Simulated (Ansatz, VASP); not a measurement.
CdTe in VASP and in Ansatz

```
Cd Te
1.0
     0.00000    3.20500    3.20500
     3.20500    0.00000    3.20500
     3.20500    3.20500    0.00000
Cd Te
1 1
Direct
  0.00000 0.00000 0.00000
  0.75000 0.75000 0.75000
```

Alike in both runs: task electric field gradients; functional LDA; k mesh 9 × 9 × 9; occupations fermi-dirac, width 0.08 eV; no spin polarisation.

|  | VASP | Ansatz |
| --- | --- | --- |
| version | VASP 6.6.1 | Ansatz 0.2.0 |
| potentials or method | VASP PAW LDA potentials, release 64 (Cd, Te) | PAW with Ansatz's default frozen-core files, scalar-relativistic |
| plane-wave cutoff (eV) | 520 | 420 |
| valence electrons in the cell | 18 | 36 |

|  | VASP | Ansatz | Ansatz less VASP |
| --- | --- | --- | --- |
| pressure (GPa) | 0.2 | 0.0 | -0.27 |

LDA's correlation is that of Perdew and Zunger in VASP and of Perdew and Wang (1992) in Ansatz. VASP's potentials hold 18 valence electrons a cell and Ansatz's 36, so a difference there can come from the potentials and not from the codes.

Spin-orbit coupling is off throughout.
